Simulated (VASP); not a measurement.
# Ga (Fd-3m) in VASP: further runs, part 3 of 3

VASP 6.6.1. The steps go on from the part before.

## Step 5: Relaxation of cell and atoms, LDA, target pressure 57 GPa, at which the enthalpy is minimised

INCAR reads:

```
SYSTEM = Ga
  ALGO = Normal
  EDIFF = 1E-6
  EDIFFG = -0.005
  ENCUT = 600
  GGA = CA
  IBRION = 2
  ISIF = 3
  ISMEAR = -1
  LASPH = .TRUE.
  LCHARG = .FALSE.
  LREAL = .FALSE.
  LWAVE = .FALSE.
  NELM = 80
  NSW = 32
  PREC = Accurate
  PSTRESS = 570.0
  SIGMA = 0.08
```

KPOINTS reads:

```
k-points
0
G
  13 13 13
  0 0 0
```

POSCAR reads:

```
Ga
1.0
    0.0000000000      2.4580334960      2.4580334960
    2.4580334960      0.0000000000      2.4580334960
    2.4580334960      2.4580334960      0.0000000000
Ga
2
Direct
   -0.1250000000     -0.1250000000     -0.1250000000
    0.1250000000      0.1250000000      0.1250000000
```

Potentials or basis: VASP PAW LDA potentials, release 64 (Ga_d).

Run with:

```sh
cat potpaw_LDA.64/Ga_d/POTCAR > POTCAR
mpirun -np 1 vasp_std > vasp.out
```

OUTCAR:

```text
SYSTEM = Ga
   EDIFF = 1E-6
   EDIFFG = -0.005
   ENCUT = 600
   GGA = CA
   IBRION = 2
   ISIF = 3
   ISMEAR = -1
   LASPH = .TRUE.
   LREAL = .FALSE.
   NELM = 80
   NSW = 32
   PREC = Accurate
   PSTRESS = 570.0

 ion  position               nearest neighbor table
   1  0.875  0.875  0.875-   2 2.13   2 2.13   2 2.13   2 2.13
   2  0.125  0.125  0.125-   1 2.13   1 2.13   1 2.13   1 2.13

  LATTYP: Found a face centered cubic cell.
 ALAT       =     4.9160669920

  Lattice vectors:

 A1 = (   0.0000000000,   2.4580334960,   2.4580334960)
 A2 = (   2.4580334960,   0.0000000000,   2.4580334960)
 A3 = (   2.4580334960,   2.4580334960,   0.0000000000)

Analysis of symmetry for initial positions (statically):
=====================================================================
 Subroutine PRICEL returns:
 Original cell was already a primitive cell.

 Routine SETGRP: Setting up the symmetry group for a
 face centered cubic supercell.

 Subroutine GETGRP returns: Found 48 space group operations
 (whereof 12 operations were pure point group operations)
 out of a pool of 48 trial point group operations.

The static configuration has the point symmetry D_3d.
 The point group associated with its full space group is O_h .

Analysis of symmetry for dynamics (positions and initial velocities):
=====================================================================
 Subroutine PRICEL returns:
 Original cell was already a primitive cell.

 Routine SETGRP: Setting up the symmetry group for a
 face centered cubic supercell.

 Subroutine GETGRP returns: Found 48 space group operations
 (whereof 12 operations were pure point group operations)
 out of a pool of 48 trial point group operations.

The dynamic configuration has the point symmetry D_3d.
 The point group associated with its full space group is O_h .

 Subroutine INISYM returns: Found 48 space group operations
 (whereof 12 operations are pure point group operations),
 and found     1 'primitive' translations

----------------------------------------------------------------------------------------

                                     Primitive cell

  volume of cell :      29.7025

  direct lattice vectors                    reciprocal lattice vectors
     0.000000000  2.458033496  2.458033496    -0.203414641  0.203414641  0.203414641
     2.458033496  0.000000000  2.458033496     0.203414641 -0.203414641  0.203414641
     2.458033496  2.458033496  0.000000000     0.203414641  0.203414641 -0.203414641

  length of vectors
     3.476184307  3.476184307  3.476184307     0.352324492  0.352324492  0.352324492

  position of ions in fractional coordinates (direct lattice)
     0.875000000  0.875000000  0.875000000
     0.125000000  0.125000000  0.125000000

  ion indices of the primitive-cell ions
   primitive index   ion index
                 1           1
                 2           2

----------------------------------------------------------------------------------------

 KPOINTS: k-points

Automatic generation of k-mesh.
 Grid dimensions read from file:
 generate k-points for:   13   13   13

 Generating k-lattice:
[... 23 lines left out ...]
  0.307692  0.000000  0.000000      8.000000
  0.384615  0.000000  0.000000      8.000000
[... 16 lines left out ...]
  0.384615  0.153846  0.000000     24.000000
  0.461538  0.153846  0.000000     24.000000
 [... further k-points ...]
   k-points           NKPTS =     84   k-points in BZ     NKDIM =     84   number of bands    NBANDS=     17
   number of dos      NEDOS =    301   number of ions     NIONS =      2
   total plane-waves  NPLWV =  21952
   dimension x,y,z NGX =    28 NGY =   28 NGZ =   28
   dimension x,y,z NGXF=    56 NGYF=   56 NGZF=   56
   ions per type =               2
   NGX,Y,Z   is equivalent  to a cutoff of  13.39, 13.39, 13.39 a.u.
   NGXF,Y,Z  is equivalent  to a cutoff of  26.78, 26.78, 26.78 a.u.
 SYSTEM =  Ga
   PREC   = accura    normal or accurate (medium, high low for compatibility)
   ISTART =      0    job   : 0-new  1-cont  2-samecut
   ICHARG =      2    charge: 1-file 2-atom 10-const
   ISPIN  =      1    spin polarized calculation?
   LNONCOLLINEAR =      F non collinear calculations
   LSORBIT =      F    spin-orbit coupling
   LASPH  =      T    aspherical Exc in radial PAW
   ENCUT  =  600.0 eV  44.10 Ry    6.64 a.u.   6.94  6.94  6.94*2*pi/ulx,y,z
   NELM   =     80;   NELMIN=  2; NELMDL= -5     # of ELM steps
   EDIFF  = 0.1E-05   stopping-criterion for ELM
   LREAL  =      F    real-space projection
   EDIFFG = -.5E-02   stopping-criterion for IOM
   NSW    =     32    number of steps for IOM
   IBRION =      2    ionic relax: 0-MD 1-quasi-New 2-CG
   NFREE  =      1    steps in history (QN), initial steepest desc. (CG)
   ISIF   =      3    stress and relaxation
   ISYM   =      2    0-nonsym 1-usesym 2-fastsym
   POTIM  = 0.5000    time-step for ionic-motion
   TEBEG  =    0.0;   TEEND  =   0.0 temperature during run
   PSTRESS=  570.0 pullay stress
   NELECT =      26.0000    total number of electrons
   NUPDOWN=      -1.0000    fix difference up-down
   EMIN   =  10.00;   EMAX   =-10.00  energy-range for DOS
   EFERMI =   0.00;   METHOD = LEGACY
   ISMEAR =    -1;   SIGMA  =   0.08  broadening in eV -4-tet -1-fermi 0-gaus
   EFERMI_NEDOS =   21; number of points for ismear=-14 and -15
   IALGO  =     38    algorithm
   IMIX   =      4    mixing-type and parameters
     AMIX     =   0.40;   BMIX     =  1.00
     AMIX_MAG =   1.60;   BMIX_MAG =  1.00
  volume/ion in A,a.u.               =      14.85       100.22
  Fermi-wavevector in a.u.,A,eV,Ry     =   1.566035  2.959377 33.367824  2.452466
  Thomas-Fermi vector in A             =   2.668423
   LORBIT       =      0    0 simple, 1 ext, 2 COOP (PROOUT), +10 PAW based schemes
   GGA     = CA    functional components
   LHFCALC =     F    Hartree Fock is set to
   AEXX    =    0.0000 exact exchange contribution
   IVDW    =     0    specifies the selected vdW correction
   LEPSILON=     F    determine dielectric tensor
   LRPA    =     F    only Hartree local field effects (RPA)
 conjugate gradient relaxation of ions
 non-spin polarized calculation
  energy-cutoff  :      600.00
  volume of cell :       29.70
 maximum number of plane-waves:      1010
   NGX = 13   NGY = 13   NGZ = 13

--------------------------------------- Ionic step        1  -------------------------------------------

 number of electron      26.0000015 magnetization

 Free energy of the ion-electron system (eV)
  ---------------------------------------------------
  ext. energy  EPLUGINS =         0.00000000
  ---------------------------------------------------
  free energy    TOTEN  =        -4.59254744 eV

  energy without entropy =       -4.58136738  energy(sigma->0) =       -4.58695741

------------------------ aborting loop because EDIFF is reached ----------------------------------------

  FORCE on cell =-STRESS in cart. coord.  units (eV):
  Direction    XX          YY          ZZ          XY          YZ          ZX
  --------------------------------------------------------------------------------------
  -------------------------------------------------------------------------------------
  Total       10.7572241     10.7572241     10.7572241      0.0000000     -0.0000000      0.0000000
  in kB      580.2530232    580.2530232    580.2530232      0.0000000     -0.0000000      0.0000000
  external PRESSURE =      10.2530232 kB  Pullay stress =     570.0000000 kB
[... 63 lines left out ...]
--------------------------------------- Ionic step        3  -------------------------------------------

 number of electron      26.0000017 magnetization

 Free energy of the ion-electron system (eV)
  ---------------------------------------------------
  ext. energy  EPLUGINS =         0.00000000
  ---------------------------------------------------
  free energy    TOTEN  =        -4.63586134 eV

  energy without entropy =       -4.62456190  energy(sigma->0) =       -4.63021162

 E-fermi :   6.9394     XC(G=0): -12.2873

 val. band max:        6.8931474790   @ k =   0.3077   0.3077   0.0000
 cond. band min:       7.0426884902   @ k =   0.3846   0.3077   0.0769
 fundamental gap:      0.1495410113
 Fermi energy:         6.9394007579

 k-point     1 :       0.0000    0.0000    0.0000
  band No.  band energies     occupation
      1      -9.0284      2.00000
      2      -9.0284      2.00000
      3      -9.0284      2.00000
      4      -8.9464      2.00000
      5      -8.9464      2.00000
      6      -8.0479      2.00000
[... 457 lines left out ...]
      4      -8.7221      2.00000
      5      -8.6615      2.00000
      6      -8.3703      2.00000
[... 9 lines left out ...]
     16      16.1841      0.00000
     17      16.3894      0.00000

 [... further k-points ...]

------------------------ aborting loop because EDIFF is reached ----------------------------------------

  FORCE on cell =-STRESS in cart. coord.  units (eV):
  Direction    XX          YY          ZZ          XY          YZ          ZX
  --------------------------------------------------------------------------------------
  -------------------------------------------------------------------------------------
  Total       10.6028477     10.6028477     10.6028477      0.0000000     -0.0000000      0.0000000
  in kB      569.6125824    569.6125824    569.6125824      0.0000000     -0.0000000      0.0000000
  external PRESSURE =      -0.3874176 kB  Pullay stress =     570.0000000 kB
[... 21 lines left out ...]
  energy  without entropy=       -4.6245618992  energy(sigma->0) =       -4.63021162

  enthalpy is  TOTEN    =         5.9741977731 eV   P V=       10.6100591091

 reached required accuracy - stopping structural energy minimisation
```

CONTCAR:

```text
Ga
   1.00000000000000
     0.0000000000000000    2.4613564462490491    2.4613564462490491
     2.4613564462490491   -0.0000000000000000    2.4613564462490491
     2.4613564462490491    2.4613564462490491   -0.0000000000000000
  Ga
     2
Direct
     0.8750000000000000    0.8750000000000000    0.8750000000000000
     0.1250000000000000    0.1250000000000000    0.1250000000000000

  0.00000000E+00  0.00000000E+00  0.00000000E+00
  0.00000000E+00  0.00000000E+00  0.00000000E+00
```

It took 84 s on 1 thread of Intel Xeon Platinum 8259CL at 2.50GHz (Skylake/Cascade Lake), shared host; peak memory 0.17 GiB.

Results:

- Free energy: -4.6359 eV
- Relaxed volume: 14.91 Å³/atom
- Relaxed cell: a = 3.481 Å, b = 3.481 Å, c = 3.481 Å, α = 60.00°, β = 60.00°, γ = 60.00°
- Space group after relaxing (to 0.1 Å): Fd-3m (No. 227)
- Energy change on relaxing (the run minimises the enthalpy): -21.7 meV/atom
- Ionic steps: 3
- Pressure after relaxing: 57.0 GPa
- Band gap on the k mesh: zero (bands 13 and 14 overlap by 7.11 eV)

The path:
| step | energy change (eV) | largest force (eV/Å) | pressure (GPa) | volume (Å³) |
| --- | --- | --- | --- | --- |
| 1 | 0.0000 | 0.0000 | 58.03 | 29.70 |
| 2 | -0.1441 | 0.0000 | 54.46 | 30.11 |
| 3 | -0.0433 | 0.0000 | 56.96 | 29.82 |

Final structure:
```
Ga
1.0
     0.00000    2.46136    2.46136
     2.46136    0.00000    2.46136
     2.46136    2.46136    0.00000
Ga
2
Direct
  0.87500 0.87500 0.87500
  0.12500 0.12500 0.12500
```

Levels at points of the mesh, in eV from the Fermi level:
| k point | band 9 | band 10 | band 11 | band 12 | band 13 | band 14 | band 15 | band 16 | band 17 |
| --- | --- | --- | --- | --- | --- | --- | --- | --- | --- |
| (0.00, 0.00, 0.00) | -14.71 | -14.71 | -12.87 | 4.67 | 4.67 | 4.67 | 6.50 | 6.50 | 6.50 |

Caveat: the cell is relaxed towards a set pressure, so the run minimises the enthalpy, not the energy.

## Step 6: Overview

```csv
task,cell,cutoff (eV),gap on the mesh (eV),pressure (GPa)
single point,"a = 3.476 Å, angles 60.0°, 2 atoms",520,none,58.0
relaxation of cell and atoms,"relaxed to 57 GPa from a = 3.359 Å, angles 60.0°, 2 atoms",600,none,57.0
relaxation of cell and atoms,"relaxed to 57 GPa from a = 3.476 Å, angles 60.0°, 2 atoms",600,none,57.0
```

Alike in all rows: level LDA; potentials or basis VASP PAW LDA potentials, release 64 (Ga_d); no spin polarisation; k mesh 13 × 13 × 13; smearing fermi-dirac 0.08 eV.

Caveats: the cell is relaxed towards a set pressure, so the run minimises the enthalpy, not the energy (at least some runs); the cell stands under pressure (at least some runs).

Total energies depend on the potentials used, so only differences within one code and one set of settings carry meaning.
